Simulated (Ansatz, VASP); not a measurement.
As in VASP and in Ansatz

Contents of INCAR:

```
SYSTEM = As
PREC     = Accurate       ! precision mode
ENCUT    = 600            ! plane-wave cutoff, eV
EDIFF    = 1E-7           ! SCF threshold, eV
ISMEAR   = -1             ! smearing method
SIGMA    = 0.05           ! smearing width, eV
LREAL    = .FALSE.        ! projectors in reciprocal space
LASPH    = .TRUE.         ! aspherical terms in the spheres
NELM     = 60             ! most SCF steps
ALGO     = Normal         ! electronic algorithm
ISIF     = 3              ! what is computed and relaxed
LWAVE    = .FALSE.        ! write WAVECAR
LCHARG   = .FALSE.        ! write CHGCAR
GGA      = PE             ! functional
IBRION   = 2              ! ionic algorithm
NSW      = 45             ! ionic steps
EDIFFG   = -0.005         ! ionic threshold
```

The input KPOINTS:

```
regular mesh
0
G
  16 16 9
  0 0 0
```

POSCAR

```
As
1.0
    3.0532622704      0.0000000000      0.0000000000
   -1.5266311352      2.6442026906      0.0000000000
    0.0000000000      0.0000000000      4.7628345834
As
2
Direct
    0.3333333333      0.6666666667      0.2500000000
    0.6666666667      0.3333333333      0.7500000000
```

Input for Ansatz:

```yaml
crystal:
  lattice:
    - [3.0532622704, 0.0, 0.0]
    - [-1.5266311352, 2.6442026906, 0.0]
    - [0.0, 0.0, 4.7628345834]
  atoms:
    - { symbol: As, position: [0.3333333333, 0.6666666667, 0.25] }
    - { symbol: As, position: [0.6666666667, 0.3333333333, 0.75] }
kpoints:
  mp_grid: { grid: [16, 16, 9] }
scf:
  occupations: { method: fermi_dirac, width: 0.05 }
hamiltonian:
  xc: pbe
  pseudopotentials:
    kind: all_electron
    lapw: { basis_error: 0.0005 }
    relativity: none
output:
  forces: true
  stress: true
  eigenvalues: true
  populations: true
relax:
  f_tol: 0.005
  max_steps: 25
  cell: {}
```

Alike in both runs: task relaxation of cell and atoms; functional PBE; k mesh 16 × 16 × 9; occupations fermi-dirac, width 0.05 eV; no spin polarisation.

|  | VASP | Ansatz |
| --- | --- | --- |
| version | VASP 6.6.1 | Ansatz 0.2.0 |
| potentials or method | VASP PAW PBE potentials, release 64 (As), cutoff 600 eV | all-electron LAPW, non-relativistic |

|  | VASP | Ansatz | Ansatz less VASP |
| --- | --- | --- | --- |
| relaxed volume (Å³/atom) | 19.25 | 19.29 | +0.040 |
| relaxed cell length with the largest relative difference (Å) | 4.765 | 4.747 | -0.0182 |

Ansatz ran all-electron here, and VASP with PAW potentials.
